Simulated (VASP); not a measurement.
The system is Ru.

```
CELL_PARAMETERS angstrom
14.00000 0.00000 0.00000
0.00000 14.40000 0.00000
0.00000 0.00000 14.80000
ATOMIC_POSITIONS crystal
Ru 0.50000 0.50000 0.50000
```

Base run:

* Program: VASP 6.6.1
* Functional: PBE
* Potentials or basis: VASP PAW PBE potentials, release 64 (Ru_pv)
* Cutoff: 520 eV
* k mesh: 1 × 1 × 1
* Occupations: fermi-dirac, width 0.01 eV
* Spin: collinear spin, ferromagnetic start
* Starting moments: [4.0] μB

Its results: band gap on the k mesh 0.81 eV; pressure 0.0 GPa; net moment 4.00 μB per cell; site moments Ru +2.89 μB.

**Question.** The run is repeated on the same cell with these changes: functional from PBE to HSE06. What comes out?

**Answer.** Band gap on the k mesh 2.29 eV; pressure 0.0 GPa; net moment 4.00 μB per cell; site moments Ru +2.91 μB.

Caveats: the PAW data sets were made with another functional, which shifts forces and pressure a little (at least some runs).

A k mesh can miss the band edges.
